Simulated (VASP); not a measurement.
Set up this calculation in VASP 6.6.1, as the native input.

| Property | Result |
| --- | --- |
| Task | single point |
| Functional | PBE |
| Potentials or basis | VASP PAW PBE potentials, release 64 (Ba_sv, Ti_sv, O_h) |
| Cutoff | 1340 eV |
| k mesh | 6 × 6 × 6 |
| Occupations | gaussian, width 0.02 eV |
| Spin | no spin polarisation |
| Hubbard terms | Ti d U = 4.0 eV |
| Dipole correction | no |
| Further INCAR settings | ALGO = Normal; EDIFF = 1e-06; NBANDS = 28 |

The structure of BaTiO3 lies in POSCAR:

```
BaTiO3
1.0
    2.8061815292      1.6201496613      2.2912860928
   -2.8061815292      1.6201496613      2.2912860928
    0.0000000000     -3.2402993225      2.2912860928
Ba Ti O
1 1 3
Direct
   -0.0042192847     -0.0042192847     -0.0042192847
    0.4958508896      0.4958508896      0.4958508896
    0.4956998825      0.4956998825      0.9956686301
    0.4956998825      0.9956686301      0.4956998825
    0.9956686301      0.4956998825      0.4956998825
```

These files were run (other wordings do the same):

INCAR

```
ALGO = Normal
EDIFF = 1E-6
ENCUT = 1340
GGA = PE
GGA_COMPAT = False
ISIF = 2
ISMEAR = 0
LASPH = True
LCHARG = True
LDAU = True
LDAUJ = 0 0 0
LDAUL = -1 2 -1
LDAUPRINT = 1
LDAUTYPE = 2
LDAUU = 0 4 0
LELF = True
LMAXMIX = 4
LREAL = False
LVHAR = True
LWAVE = False
NBANDS = 28
NELM = 200
PREC = Accurate
SIGMA = 0.02
```

KPOINTS

```
k-points
0
Gamma
  6 6 6
```

Potentials or basis: VASP PAW PBE potentials, release 64 (Ba_sv, Ti_sv, O_h).

Command:

```bash
$ cat potpaw_PBE.64/Ba_sv/POTCAR potpaw_PBE.64/Ti_sv/POTCAR potpaw_PBE.64/O_h/POTCAR > POTCAR
$ mpirun -np 1 vasp_std > vasp.out
```

It gave:

```yaml
Pressure: 11.9 GPa
Largest_force: 0.005 eV/Å
Band_gap_on_the_k_mesh: 2.28 eV (least direct gap 2.44 eV)
```

Caveat: the cell stands under pressure; spin-orbit coupling is left out, which moves the levels of the heavy elements.

Wall time 6 min on 1 thread of Intel(R) Xeon(R) Platinum 8259CL CPU @ 2.50GHz (Skylake/Cascade Lake), on a shared host, peak memory 0.47 GiB.
